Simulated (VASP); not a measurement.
A run of VASP 6.6.1 is set up as follows.

Contents of INCAR:

```
ALGO = Normal ; EDIFF = 1E-6
ENCUT = 520 ; GGA = PE
ISIF = 2 ; ISMEAR = 0
LASPH = T ; LCHARG = T
LELF = T ; LREAL = F
LVHAR = T ; LWAVE = F
NBANDS = 26 ; NELM = 60
PREC = Accurate ; SIGMA = 0.05
```

Contents of KPOINTS:

```
k-points
0
Gamma
  9 9 9
```

Contents of POSCAR:

```
GaP
1.0
    2.0409331722      1.1783333163      6.7617515716
   -2.0409331722      1.1783333163      6.7617515716
    0.0000000000     -2.3566666327      6.7617515716
Ga P
2 2
Direct
    0.4355841032      0.4355841032      0.4355841032
    0.5644158968      0.5644158968      0.5644158968
    0.0575077006      0.0575077006      0.0575077006
    0.9424922994      0.9424922994      0.9424922994
```

Potentials or basis: VASP PAW PBE potentials, release 64 (Ga_d, P).

Run with:

```bash
$ cat potpaw_PBE.64/Ga_d/POTCAR potpaw_PBE.64/P/POTCAR > POTCAR
$ mpirun -np 1 vasp_std > vasp.out
```

(1) Predict the largest force.

(2) What does it give for the pressure?

(3) Estimate the band gap on the k mesh.

Answers

(1) 0.311 eV/Å.

(2) -7.5 GPa.

(3) 0.30 eV, direct.
